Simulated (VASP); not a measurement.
The system is Hf.

```
CELL_PARAMETERS angstrom
2.91000 0.00000 0.00000
0.00000 2.91000 0.00000
0.00000 0.00000 2.91000
ATOMIC_POSITIONS crystal
Hf 0.00000 0.00000 0.00000
```

```yaml
Program: VASP 6.6.1
Task: relaxation of cell and atoms
Functional: PBEsol
Dispersion: D4
Potentials_or_basis: VASP PAW PBE potentials, release 64 (Hf_pv)
Cutoff: 600 eV
k_mesh: 8 × 8 × 8
Occupations: fermi-dirac, width 0.1 eV
Spin: no spin polarisation
```

At the start: pressure -3.7 GPa; volume 24.64 Å³/atom.

How do energy, volume and symmetry change on relaxing?

Over 3 steps the energy falls by 14.0 meV/atom and the volume is 23.46 Å³/atom (-4.8 %); space group Pm-3m (No. 221, to 0.05 Å).

Step by step:
```csv
step,energy change (eV),largest force (eV/Å),pressure (GPa),volume (Å³)
1,0.0000,0.0000,-3.66,24.64
2,-0.0073,0.0000,2.85,22.69
3,-0.0140,0.0000,-0.01,23.46
```

Final structure:
```
Hf
1.0
     2.86279    0.00000    0.00000
     0.00000    2.86279    0.00000
     0.00000    0.00000    2.86279
Hf
1
Direct
  0.00000 0.00000 0.00000
```

Caveat: the PAW data sets were made with another functional, which shifts forces and pressure a little; pairwise dispersion overbinds metals, which lowers pressure and volume.
